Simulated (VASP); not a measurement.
Here is a VASP 6.6.1 calculation.

File INCAR:

```
  ALGO = Normal
  EDIFF = 1E-6
  ENCUT = 520
  GGA = PS
  ISIF = 2
  ISMEAR = 0
  LASPH = T
  LCHARG = F
  LREAL = F
  LWAVE = F
  NBANDS = 16
  NELM = 60
  PREC = Accurate
  SIGMA = 0.05
```

Contents of KPOINTS:

```
k-points
0
Gamma
  9 9 6
```

Contents of POSCAR:

```
MgO
1.0
    3.4540523579      0.0000000000      0.0000000000
   -1.7270261790      2.9912970879      0.0000000000
    0.0000000000      0.0000000000      4.2924500482
Mg O
2 2
Direct
    0.6626356829      0.3252713658      0.7500000000
    0.3373643171      0.6747286342      0.2500000000
    0.6696346346      0.3392692692      0.2500000000
    0.3303653654      0.6607307308      0.7500000000
```

Potentials or basis: VASP PAW PBE potentials, release 64 (Mg, O).

Run with:

```console
$ cat potpaw_PBE.64/Mg/POTCAR potpaw_PBE.64/O/POTCAR > POTCAR
$ mpirun -np 1 vasp_std > vasp.out
```

What does it give for the pressure?

-0.2 GPa.

Estimate the band gap on the k mesh.

3.22 eV, direct.

Estimate the largest force.

0.187 eV/Å.

Stress tensor (GPa, compression positive):
```
 1.41  0.00  0.00
 0.00  1.93  0.00
 0.00  0.00 -4.07
```

Caveat: the cell differs from its parent crystal (mode 5 frozen in at -0.024 Å, strain +e along z and -e/2 along x and y +0.0233); the PAW data sets were made with another functional, which shifts forces and pressure a little.
